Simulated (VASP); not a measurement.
A run of VASP 6.6.1:

Contents of INCAR:

```
PREC = Accurate
ENCUT = 520
EDIFF = 1E-7
ISMEAR = -1
SIGMA = 0.05
LREAL = F
LASPH = T
NELM = 60
ALGO = Normal
ISIF = 2
LWAVE = F
LCHARG = F
LDIPOL = T
IDIPOL = 3
DIPOL = 0.5 0.5 0.500
NBANDS = 40
```

File KPOINTS:

```
Automatic mesh
0
Gamma
  12 8 1
```

Contents of POSCAR:

```
Hf5Ta
1.0
    3.1189746401      0.0000000000      0.0000000000
    0.0000000000      4.9420572749      0.0000000000
    0.0000000000      0.0000000000     22.3026000000
Ta Hf
1 5
Direct
    0.7500000000      0.7500000000      0.3631568204
    0.2500000000      0.2500000000      0.4027226110
    0.2500000000      0.7500000000      0.4773401564
    0.7500000000      0.2500000000      0.5226598223
    0.7500000000      0.7500000000      0.5972774648
    0.2500000000      0.2500000000      0.6368431251
```

Potentials or basis: VASP PAW LDA potentials, release 64 (Ta_pv, Hf_pv).

Command:

```sh
$ cat potpaw_LDA.64/Ta_pv/POTCAR potpaw_LDA.64/Hf_pv/POTCAR > POTCAR
$ mpirun -np 1 vasp_std > vasp.out
```

Hardware: 1 thread of Oxide Virtual Turin-like Processor (shared host).

Q: How long does it take, and how much memory?

A: It took 25 min on 1 thread of Oxide Virtual Turin-like Processor, with other jobs on the host, peak memory 0.56 GiB. Counts: scf iterations 53, k points 35.
